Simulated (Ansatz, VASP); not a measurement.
**Two plane-wave programs on Ti6H**

The input INCAR:

```
PREC = Accurate ; ENCUT = 520
EDIFF = 1E-6 ; ISMEAR = 0
SIGMA = 0.1 ; LREAL = F
LASPH = T ; NELM = 80
ALGO = Normal ; ISIF = 2
LWAVE = F ; LCHARG = F
LDIPOL = T ; IDIPOL = 3
DIPOL = 0.5 0.5 0.324 ; GGA = PE
NBANDS = 86
```

The input KPOINTS:

```
regular mesh
0
Gamma
  5 6 1
```

File POSCAR:

```
Ti6H
1.0
    5.6639455763      0.0000000000      0.0000000000
    0.0000000000      4.5793473381      0.0000000000
    0.0000000000      0.0000000000     24.5506933039
Ti H
12 2
Direct
    0.2500000000      0.0000000000      0.1629281891
    0.7500000000      0.0000000000      0.1629281891
    0.0000000000      0.5000000000      0.2167736627
    0.5000000000      0.5000000000      0.2167736627
    0.2500000000      0.0000000000      0.2706191363
    0.7500000000      0.0000000000      0.2706191363
    0.2500000000      0.5000000000      0.3256599435
    0.7500000000      0.5000000000      0.3256599435
    0.0000000000      0.0000000000      0.3779650127
    0.5000000000      0.0000000000      0.3779650127
    0.2500000000      0.5000000000      0.4297513383
    0.7500000000      0.5000000000      0.4297513383
   -0.2339358636      0.0000000000      0.4871835250
    0.2339358636      0.0000000000      0.4871835250
```

Input for Ansatz:

```yaml
crystal:
  lattice:
    - [5.6639455763, 0.0, 0.0]
    - [0.0, 4.5793473381, 0.0]
    - [0.0, 0.0, 24.5506933039]
  atoms:
    - { symbol: Ti, position: [0.25, 0.0, 0.1629281891] }
    - { symbol: Ti, position: [0.75, 0.0, 0.1629281891] }
    - { symbol: Ti, position: [0.0, 0.5, 0.2167736627] }
    - { symbol: Ti, position: [0.5, 0.5, 0.2167736627] }
    - { symbol: Ti, position: [0.25, 0.0, 0.2706191363] }
    - { symbol: Ti, position: [0.75, 0.0, 0.2706191363] }
    - { symbol: Ti, position: [0.25, 0.5, 0.3256599435] }
    - { symbol: Ti, position: [0.75, 0.5, 0.3256599435] }
    - { symbol: Ti, position: [0.0, 0.0, 0.3779650127] }
    - { symbol: Ti, position: [0.5, 0.0, 0.3779650127] }
    - { symbol: Ti, position: [0.25, 0.5, 0.4297513383] }
    - { symbol: Ti, position: [0.75, 0.5, 0.4297513383] }
    - { symbol: H, position: [-0.2339358636, 0.0, 0.487183525] }
    - { symbol: H, position: [0.2339358636, 0.0, 0.487183525] }
basis:
  ecutwfc: 420
kpoints:
  mp_grid: { grid: [5, 6, 1] }
hamiltonian:
  xc: pbe
  pseudopotentials: { kind: paw, azcp: { folder: soft_1 } }
scf:
  occupations: { method: gaussian, width: 0.1 }
output:
  forces: true
  eigenvalues: true
efield:
  axis: 3
  dipole_correction: true
  ramp_width: 0.04
```

Alike in both runs: task single point; functional PBE; k mesh 5 × 6 × 1; occupations gaussian, width 0.1 eV; no spin polarisation.

```csv
,VASP,Ansatz
version,VASP 6.6.1,Ansatz 0.2.0
potentials or method,"VASP PAW PBE potentials, release 64 (Ti_sv, H), cutoff 520 eV","scalar-relativistic, plane waves, PAW"
valence electrons in the cell,146,146
```

Ansatz gave:

```
gap on the k mesh at the Fermi level (eV) : none
rms of the force components (eV/Å)        : 0.422
```

Question: Estimate VASP's values.

Answer: gap on the k mesh at the Fermi level (eV): none; rms of the force components (eV/Å): 0.421.

Atom by atom the forces differ by 0.003 eV/Å (rms over components). A gap of «none» marks a metal or a gap that the smearing closes. The functional is the same, so the differences come from potentials, cutoffs and numerics.
